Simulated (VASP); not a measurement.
# Si5Mo2 in VASP: relaxation of the atoms with PBEsol

Aim: the relaxation of the atoms of Si5Mo2 with PBEsol.

All numbers are computed with VASP 6.6.1; they aren't measurements. Logs are shortened: lines on timing, memory, paths and dates and some standing lists are left out, and cuts for length are marked.

### 1 The cell of the first run

The cell holds a slab with vacuum, 7 atoms: a = 3.190 Å, b = 3.190 Å, c = 25.491 Å, α = 90.00°, β = 90.00°, γ = 90.00°.

### 2 Relaxation of the atoms, PBEsol

INCAR reads:

```
SYSTEM = Si5Mo2
PREC     = Accurate       ! precision mode
ENCUT    = 520            ! plane-wave cutoff, eV
EDIFF    = 1E-7           ! SCF threshold, eV
ISMEAR   = 0              ! smearing method
SIGMA    = 0.1            ! smearing width, eV
LREAL    = .False.        ! projectors in reciprocal space
LASPH    = .True.         ! aspherical terms in the spheres
NELM     = 80             ! most SCF steps
ALGO     = Normal         ! electronic algorithm
ISIF     = 2              ! what is computed and relaxed
LWAVE    = .False.        ! write WAVECAR
LCHARG   = .False.        ! write CHGCAR
LDIPOL   = .True.       
IDIPOL   = 3            
DIPOL    = 0.5 0.5 0.489
GGA      = PS             ! functional
IBRION   = 2              ! ionic algorithm
NSW      = 90             ! ionic steps
EDIFFG   = -0.03          ! ionic threshold
```

KPOINTS reads:

```
regular mesh
0
Gamma
  9 9 1
  0 0 0
```

POSCAR reads:

```
Si5Mo2
1.0
    3.1900701700      0.0000000000      0.0000000000
    0.0000000000      3.1900701700      0.0000000000
    0.0000000000      0.0000000000     25.4908154018
Si Mo
5 2
Selective dynamics
Direct
    0.0000000000      0.0000000000      0.3334534367  F F F
    0.0000000000      0.0000000000      0.4346712031  F F F
    0.5000000000      0.5000000000      0.4840219182  T T T
    0.5000000000      0.5000000000      0.5820857042  T T T
    0.5000000000      0.5000000000      0.6691758959  T T T
    0.5000000000      0.5000000000      0.3840623200  F F F
    0.0000000000      0.0000000000      0.5352171648  T T T
```

Potentials or basis: VASP PAW PBE potentials, release 64 (Si, Mo_sv).

Launch:

```
> cat potpaw_PBE.64/Si/POTCAR potpaw_PBE.64/Mo_sv/POTCAR > POTCAR
> mpirun -np 1 vasp_std > vasp.out
```

OUTCAR:

```text
SYSTEM = Si5Mo2
   PREC = Accurate
   ENCUT = 520
   EDIFF = 1E-7
   ISMEAR = 0
   LREAL = .False.
   LASPH = .True.
   NELM = 80
   ISIF = 2
   GGA = PS
   IBRION = 2
   NSW = 90
   EDIFFG = -0.03

 ion  position               nearest neighbor table
   1  0.000  0.000  0.333-   2 2.58   6 2.60   6 2.60   6 2.60   6 2.60
   2  0.000  0.000  0.435-   7 2.56   1 2.58   3 2.58   3 2.58   3 2.58   3 2.58   6 2.60   6 2.60
                             6 2.60   6 2.60
   3  0.500  0.500  0.484-   4 2.50   6 2.55   2 2.58   2 2.58   2 2.58   2 2.58   7 2.61   7 2.61
                             7 2.61   7 2.61
   4  0.500  0.500  0.582-   5 2.22   3 2.50   7 2.55   7 2.55   7 2.55   7 2.55
   5  0.500  0.500  0.669-   4 2.22
   6  0.500  0.500  0.384-   3 2.55   2 2.60   2 2.60   2 2.60   2 2.60   1 2.60   1 2.60   1 2.60
                             1 2.60
   7  0.000  0.000  0.535-   4 2.55   4 2.55   4 2.55   4 2.55   2 2.56   3 2.61   3 2.61   3 2.61
                             3 2.61

  LATTYP: Found a simple tetragonal cell.
 ALAT       =     3.1900701700
 C/A-ratio  =     7.9906754533

  Lattice vectors:

 A1 = (   3.1900701700,   0.0000000000,   0.0000000000)
 A2 = (   0.0000000000,   3.1900701700,   0.0000000000)
 A3 = (   0.0000000000,   0.0000000000,  25.4908154018)

Analysis of symmetry for initial positions (statically):
=====================================================================
 Subroutine PRICEL returns:
 Original cell was already a primitive cell.

 Routine SETGRP: Setting up the symmetry group for a
 simple tetragonal supercell.

 Subroutine GETGRP returns: Found  8 space group operations
 (whereof  8 operations were pure point group operations)
 out of a pool of 16 trial point group operations.

The static configuration has the point symmetry C_4v.

Analysis of symmetry for dynamics (positions and initial velocities):
=====================================================================
 Subroutine PRICEL returns:
 Original cell was already a primitive cell.

 Routine SETGRP: Setting up the symmetry group for a
 simple tetragonal supercell.

 Subroutine GETGRP returns: Found  8 space group operations
 (whereof  8 operations were pure point group operations)
 out of a pool of 16 trial point group operations.

The dynamic configuration has the point symmetry C_4v.

Analysis of constrained symmetry for selective dynamics:
=====================================================================
 Subroutine PRICEL returns:
 Original cell was already a primitive cell.

 Routine SETGRP: Setting up the symmetry group for a
 simple tetragonal supercell.

 Subroutine GETGRP returns: Found  8 space group operations
 (whereof  8 operations were pure point group operations)
 out of a pool of 16 trial point group operations.

The constrained configuration has the point symmetry C_4v.

 Subroutine INISYM returns: Found  8 space group operations
 (whereof  8 operations are pure point group operations),
 and found     1 'primitive' translations

----------------------------------------------------------------------------------------

                                     Primitive cell

  volume of cell :     259.4085

  direct lattice vectors                    reciprocal lattice vectors
     3.190070170  0.000000000  0.000000000     0.313472728  0.000000000  0.000000000
     0.000000000  3.190070170  0.000000000     0.000000000  0.313472728  0.000000000
     0.000000000  0.000000000 25.490815402     0.000000000  0.000000000  0.039229816

  length of vectors
     3.190070170  3.190070170 25.490815402     0.313472728  0.313472728  0.039229816

  position of ions in fractional coordinates (direct lattice)
     0.000000000  0.000000000  0.333453437
     0.000000000  0.000000000  0.434671203
     0.500000000  0.500000000  0.484021918
     0.500000000  0.500000000  0.582085704
     0.500000000  0.500000000  0.669175896
     0.500000000  0.500000000  0.384062320
     0.000000000  0.000000000  0.535217165

  ion indices of the primitive-cell ions
   primitive index   ion index
                 1           1
                 2           2
                 3           3
                 4           4
                 5           5
                 6           6
                 7           7

----------------------------------------------------------------------------------------

 KPOINTS: regular mesh

Automatic generation of k-mesh.
 Grid dimensions read from file:
 generate k-points for:    9    9    1

 Generating k-lattice:

  Cartesian coordinates                     Fractional coordinates (reciprocal lattice)
     0.034830303  0.000000000  0.000000000     0.111111111  0.000000000  0.000000000
     0.000000000  0.034830303  0.000000000     0.000000000  0.111111111  0.000000000
     0.000000000  0.000000000  0.039229816     0.000000000  0.000000000  1.000000000

  Length of vectors
     0.034830303  0.034830303  0.039229816

  Shift w.r.t. Gamma in fractional coordinates (k-lattice)
     0.000000000  0.000000000  0.000000000

 Subroutine IBZKPT returns following result:
 ===========================================

 Found     15 irreducible k-points:

 Following reciprocal coordinates:
            Coordinates               Weight
  0.000000  0.000000  0.000000      1.000000
  0.111111  0.000000  0.000000      4.000000
  0.222222  0.000000  0.000000      4.000000
  0.333333  0.000000  0.000000      4.000000
  0.444444  0.000000  0.000000      4.000000
  0.111111  0.111111  0.000000      4.000000
  0.222222  0.111111  0.000000      8.000000
  0.333333  0.111111  0.000000      8.000000
  0.444444  0.111111  0.000000      8.000000
  0.222222  0.222222  0.000000      4.000000
  0.333333  0.222222  0.000000      8.000000
  0.444444  0.222222  0.000000      8.000000
  0.333333  0.333333  0.000000      4.000000
  0.444444  0.333333  0.000000      8.000000
  0.444444  0.444444  0.000000      4.000000
   k-points           NKPTS =     15   k-points in BZ     NKDIM =     15   number of bands    NBANDS=     28
   number of dos      NEDOS =    301   number of ions     NIONS =      7
   total plane-waves  NPLWV = 110592
   dimension x,y,z NGX =    24 NGY =   24 NGZ =  192
   dimension x,y,z NGXF=    48 NGYF=   48 NGZF=  384
   ions per type =               5   2
   NGX,Y,Z   is equivalent  to a cutoff of  12.51, 12.51, 12.52 a.u.
   NGXF,Y,Z  is equivalent  to a cutoff of  25.01, 25.01, 25.04 a.u.
 SYSTEM =  Si5Mo2
   PREC   = accura    normal or accurate (medium, high low for compatibility)
   ISTART =      0    job   : 0-new  1-cont  2-samecut
   ICHARG =      2    charge: 1-file 2-atom 10-const
   ISPIN  =      1    spin polarized calculation?
   LNONCOLLINEAR =      F non collinear calculations
   LSORBIT =      F    spin-orbit coupling
   LASPH  =      T    aspherical Exc in radial PAW
   ENCUT  =  520.0 eV  38.22 Ry    6.18 a.u.   5.93  5.93 47.40*2*pi/ulx,y,z
   NELM   =     80;   NELMIN=  2; NELMDL= -5     # of ELM steps
   EDIFF  = 0.1E-06   stopping-criterion for ELM
   LREAL  =      F    real-space projection
   EDIFFG = -.3E-01   stopping-criterion for IOM
   NSW    =     90    number of steps for IOM
   IBRION =      2    ionic relax: 0-MD 1-quasi-New 2-CG
   NFREE  =      1    steps in history (QN), initial steepest desc. (CG)
   ISIF   =      2    stress and relaxation
   ISYM   =      2    0-nonsym 1-usesym 2-fastsym
   POTIM  = 0.5000    time-step for ionic-motion
   TEBEG  =    0.0;   TEEND  =   0.0 temperature during run
   PSTRESS=    0.0 pullay stress
   NELECT =      48.0000    total number of electrons
   NUPDOWN=      -1.0000    fix difference up-down
   EMIN   =  10.00;   EMAX   =-10.00  energy-range for DOS
   EFERMI =   0.00;   METHOD = LEGACY
   ISMEAR =     0;   SIGMA  =   0.10  broadening in eV -4-tet -1-fermi 0-gaus
   EFERMI_NEDOS =   21; number of points for ismear=-14 and -15
   IALGO  =     38    algorithm
   IMIX   =      4    mixing-type and parameters
     AMIX     =   0.40;   BMIX     =  1.00
     AMIX_MAG =   1.60;   BMIX_MAG =  1.00
  volume/ion in A,a.u.               =      37.06       250.08
  Fermi-wavevector in a.u.,A,eV,Ry     =   0.932883  1.762893 11.840751  0.870271
  Thomas-Fermi vector in A             =   2.059527
   LORBIT       =      0    0 simple, 1 ext, 2 COOP (PROOUT), +10 PAW based schemes
   GGA     = PS    functional components
   LHFCALC =     F    Hartree Fock is set to
   AEXX    =    0.0000 exact exchange contribution
   IVDW    =     0    specifies the selected vdW correction
   LEPSILON=     F    determine dielectric tensor
   LRPA    =     F    only Hartree local field effects (RPA)
 conjugate gradient relaxation of ions
 non-spin polarized calculation
 Gauss-broadening in eV      SIGMA  =   0.10
  energy-cutoff  :      520.00
  volume of cell :      259.41
 maximum number of plane-waves:      7052
 NGX is ok and might be reduce to    24
   NGX = 11   NGY = 11   NGZ = 95

 dipolmoment           0.000000      0.000000     -0.020939 electrons x Angstroem

--------------------------------------- Ionic step        1  -------------------------------------------

 number of electron      48.0000003 magnetization

 Free energy of the ion-electron system (eV)
  ---------------------------------------------------
  ext. energy  EPLUGINS =         0.00000000
  ---------------------------------------------------
  free energy    TOTEN  =       -51.75715603 eV

  energy without entropy =      -51.73759748  energy(sigma->0) =      -51.74737675

------------------------ aborting loop because EDIFF is reached ----------------------------------------

  FORCE on cell =-STRESS in cart. coord.  units (eV):
  Direction    XX          YY          ZZ          XY          YZ          ZX
  --------------------------------------------------------------------------------------
  -------------------------------------------------------------------------------------
  Total       -2.9920740     -2.9920740      3.0732966      0.0000000     -0.0000000      0.0000000
  in kB      -18.4798615    -18.4798615     18.9815144      0.0000000     -0.0000000      0.0000000
  external PRESSURE =      -5.9927362 kB  Pullay stress =       0.0000000 kB
[... 104 lines left out ...]
  FREE ENERGIE OF THE ION-ELECTRON SYSTEM (eV)
  ---------------------------------------------------
  free  energy   TOTEN  =       -51.8384810649 eV

  energy  without entropy=      -51.8193857468  energy(sigma->0) =      -51.82893341

[... ionic steps 4 to 8 ...]

--------------------------------------- Ionic step        9  -------------------------------------------

 number of electron      48.0000004 magnetization

------------------------ aborting loop because EDIFF is reached ----------------------------------------
[... 77 lines left out ...]
--------------------------------------- Ionic step       11  -------------------------------------------

 number of electron      48.0000004 magnetization

 dipolmoment           0.000000      0.000000      0.040722 electrons x Angstroem

 Free energy of the ion-electron system (eV)
  ---------------------------------------------------
  ext. energy  EPLUGINS =         0.00000000
  ---------------------------------------------------
  free energy    TOTEN  =       -51.90161080 eV

  energy without entropy =      -51.88156068  energy(sigma->0) =      -51.89158574

 E-fermi :   1.2022     XC(G=0):  -5.5309

 val. band max:        1.1851808766   @ k =   0.4444   0.0000   0.0000
 cond. band min:       1.2178107552   @ k =   0.2222   0.2222   0.0000
 fundamental gap:      0.0326298786
 Fermi energy:         1.2022422745

 k-point     1 :       0.0000    0.0000    0.0000
  band No.  band energies     occupation
      1     -59.2059      2.00000
      2     -59.1550      2.00000
      3     -33.3872      2.00000
      4     -33.3311      2.00000
      5     -33.3073      2.00000
      6     -33.3073      2.00000
[... 454 lines left out ...]
     27       2.3544      0.00000
     28       3.6062      0.00000

------------------------ aborting loop because EDIFF is reached ----------------------------------------

 vacuum level on the upper side and lower side of the slab       (xc-potential included)         0.270        -0.410

  FORCE on cell =-STRESS in cart. coord.  units (eV):
  Direction    XX          YY          ZZ          XY          YZ          ZX
  --------------------------------------------------------------------------------------
  -------------------------------------------------------------------------------------
  Total       -4.7463128     -4.7463128     -1.0534805      0.0000000     -0.0000000      0.0000000
  in kB      -29.3145165    -29.3145165     -6.5065814      0.0000000     -0.0000000      0.0000000
  external PRESSURE =     -21.7118714 kB  Pullay stress =       0.0000000 kB
[... 22 lines left out ...]
  FREE ENERGIE OF THE ION-ELECTRON SYSTEM (eV)
  ---------------------------------------------------
  free  energy   TOTEN  =       -51.9016107964 eV

  energy  without entropy=      -51.8815606805  energy(sigma->0) =      -51.89158574

 reached required accuracy - stopping structural energy minimisation

 vacuum level on the upper side and lower side of the slab         6.372         5.672
```

Wall time 23 min (1 thread of Intel Xeon 8259CL, shared host); peak memory 0.35 GiB.

What came out:

```
Free energy               : -51.9016 eV
Energy gained by relaxing : 20.6 meV/atom
Ionic steps               : 11
Band gap on the k mesh    : zero (bands 24 and 25 overlap by 0.97 eV)
```

Step by step:
| step | energy change (eV) | largest force on free atoms (eV/Å) | pressure (GPa) |
| --- | --- | --- | --- |
| 1 | 0.0000 | 1.2080 | -0.60 |
| 2 | -0.0738 | 0.4709 | -0.76 |
| 3 | -0.0813 | 0.6726 | -0.80 |
| 4 | -0.1040 | 0.2912 | -1.01 |
| 5 | -0.1068 | 0.3987 | -1.11 |
| 6 | -0.1193 | 0.3202 | -1.35 |
| 7 | -0.1276 | 0.4678 | -1.77 |
| 8 | -0.1363 | 0.3049 | -1.90 |
| 9 | -0.1442 | 0.0792 | -2.15 |
| 10 | -0.1442 | 0.0758 | -2.16 |
| 11 | -0.1445 | 0.0179 | -2.17 |

Final structure:
```
Si Mo
1.0
     3.19007    0.00000    0.00000
     0.00000    3.19007    0.00000
     0.00000    0.00000   25.49082
Si Mo
5 2
Cartesian
  0.0000 0.0000 8.5000
  0.0000 0.0000 11.0801
  1.5950 1.5950 12.3739
  1.5950 1.5950 14.9794
  1.5950 1.5950 17.3163
  1.5950 1.5950 9.7901
  0.0000 0.0000 13.6338
```

Caveat: the PAW data sets were made with another functional, which shifts forces and pressure a little.

The gap in the log of VASP goes by the Fermi energy; the results here count the filled bands.